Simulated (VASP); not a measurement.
Set up this calculation in VASP 6.6.1, as the native input.

| Property | Result |
| --- | --- |
| Task | single point |
| Functional | PBE |
| Potentials or basis | VASP PAW PBE potentials, release 64 (Cd, S) |
| Cutoff | 520 eV |
| k mesh | 8 × 8 × 8 |
| Occupations | fermi-dirac, width 0.05 eV |
| Spin | no spin polarisation |
| Dipole correction | no |
| Further INCAR settings | ALGO = Normal; EDIFF = 1e-06; NBANDS = 16 |

The structure of CdS (Hawleyite) lies in POSCAR:

```
CdS
1.0
    0.0000000000      2.9636569574      2.9636569574
    2.9636569574      0.0000000000      2.9636569574
    2.9636569574      2.9636569574      0.0000000000
Cd S
1 1
Direct
    0.0000000000      0.0000000000      0.0000000000
    0.7500000000      0.7500000000      0.7500000000
```

One way to write it, as run:

INCAR

```
SYSTEM = CdS
PREC = Accurate
ENCUT = 520
EDIFF = 1E-6
ISMEAR = -1
SIGMA = 0.05
LREAL = .FALSE.
LASPH = .TRUE.
NELM = 80
ALGO = Normal
ISIF = 2
LWAVE = .FALSE.
LCHARG = .FALSE.
GGA = PE
NBANDS = 16
```

KPOINTS

```
Automatic mesh
0
G
  8 8 8
  0 0 0
```

Potentials or basis: VASP PAW PBE potentials, release 64 (Cd, S).

The run is started by

```bash
$ cat potpaw_PBE.64/Cd/POTCAR potpaw_PBE.64/S/POTCAR > POTCAR
$ mpirun -np 1 vasp_std > vasp.out
```

Results of the run:

```
Pressure               : 0.3 GPa
Band gap on the k mesh : 1.04 eV, direct
```

Run time: 59 s on 1 thread of AMD EPYC 7R13, with other jobs on the host, peak memory 0.15 GiB.
